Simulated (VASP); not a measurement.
Crystal: NaCl.

```
Na Cl
1.0
     2.86000    0.00000    0.00000
     0.00000    2.86000    0.00000
     0.00000    0.00000    2.86000
Na Cl
1 1
Direct
  0.00000 0.00000 0.00000
  0.50000 0.50000 0.50000
```

Program: VASP 6.6.1. Alike in all runs: task single point; potentials or basis VASP PAW PBE potentials, release 64 (Na_pv, Cl); no spin polarisation; cell as given; k mesh 7 × 7 × 7; cutoff (eV) 520; smearing gaussian 0.01 eV.

**Question.** Order these runs on this cell by their band gap on the k mesh, lowest first.
A. level PBEsol
B. level RPBE
C. level PBE

**Answer.** A (4.78 eV), C (4.99 eV), B (5.18 eV).

A k mesh can miss the band edges.
